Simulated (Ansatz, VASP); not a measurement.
# Two plane-wave programs on KZnF3

```xyz
5
Lattice="4.0500 0.0000 0.0000 0.0000 4.0500 -0.0203 0.0000 -0.0203 4.0500" Properties=species:S:1:pos:R:3 pbc="T T T"
K     0.0000    0.0000    0.0000
Zn    2.0250    2.0149    2.0149
F     2.0250    2.0250   -0.0101
F     0.0000    2.0149    2.0149
F     2.0250   -0.0101    2.0250
```

Change from the starting cell: strain -0.0100 x Voigt [0, 0, 0, 1, 0, 0], atoms carried along.

Alike in both runs: task single point; functional PBE; k mesh 6 × 6 × 6; occupations gaussian, width 0.05 eV; no spin polarisation.

```csv
,VASP,Ansatz
version,VASP 6.6.1,Ansatz 0.2.0
potentials or method,"VASP PAW PBE potentials, release 64 (K_sv, Zn, F), cutoff 520 eV","scalar-relativistic, plane waves, PAW"
valence electrons in the cell,42,42
```

|  | VASP | Ansatz | Ansatz less VASP |
| --- | --- | --- | --- |
| gap on the k mesh at the Fermi level (eV) | 3.79 | 3.86 | +0.070 |
| least direct gap on the mesh (eV) | 5.63 | 5.67 | +0.040 |
| pressure (GPa) | 5.0 | 4.6 | -0.41 |
| traceless stress, the component that is largest in VASP (GPa) | 0.34 | 0.34 | +0.003 |

With one functional, cell and mesh, what is left measures potentials, basis and numerics.
